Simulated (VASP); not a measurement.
Wanted: the native input for a VASP 6.6.1 run.

```yaml
Task: single point
Functional: LDA
Potentials_or_basis: VASP PAW LDA potentials, release 64 (Cd, Se)
Cutoff: 520 eV
k_mesh: 6 × 6 × 6
Occupations: gaussian, width 0.01 eV
Spin: no spin polarisation
Dipole_correction: no
Further_INCAR_settings: ALGO = Normal; EDIFF = 1e-06; NBANDS = 16
```

The structure of CdSe lies in POSCAR:

```
CdSe
1.0
    2.9439138029      2.9439138029      0.0000000000
   -2.9439138029      2.9439138029      0.0000000000
    0.0000000000      2.9439138029      3.0905083286
Cd Se
1 1
Direct
    0.0000000000      0.0000000000      0.0000000000
    0.7500000000      0.2500000000      0.5000000000
```

This cell differs from its parent crystal: film at in-plane strain -0.02.

These files were run (other wordings do the same):

INCAR

```
PREC = Accurate
ENCUT = 520
EDIFF = 1E-6
ISMEAR = 0
SIGMA = 0.01
LREAL = False
LASPH = True
NELM = 60
ALGO = Normal
ISIF = 2
LWAVE = False
LCHARG = False
GGA = CA
NBANDS = 16
```

KPOINTS

```
regular mesh
0
Gamma
  6 6 6
```

Potentials or basis: VASP PAW LDA potentials, release 64 (Cd, Se).

Run with:

```console
$ cat potpaw_LDA.64/Cd/POTCAR potpaw_LDA.64/Se/POTCAR > POTCAR
$ mpirun -np 1 vasp_std > vasp.out
```

It gave:

```yaml
Pressure: 1.2 GPa
Band_gap_on_the_k_mesh: 0.40 eV, direct
```

Caveat: the cell differs from its parent crystal (film at in-plane strain -0.02).

Wall time 6.6 s on 1 thread of Intel(R) Xeon(R) 6975P-C (Granite Rapids) (shared host), peak memory 0.16 GiB.
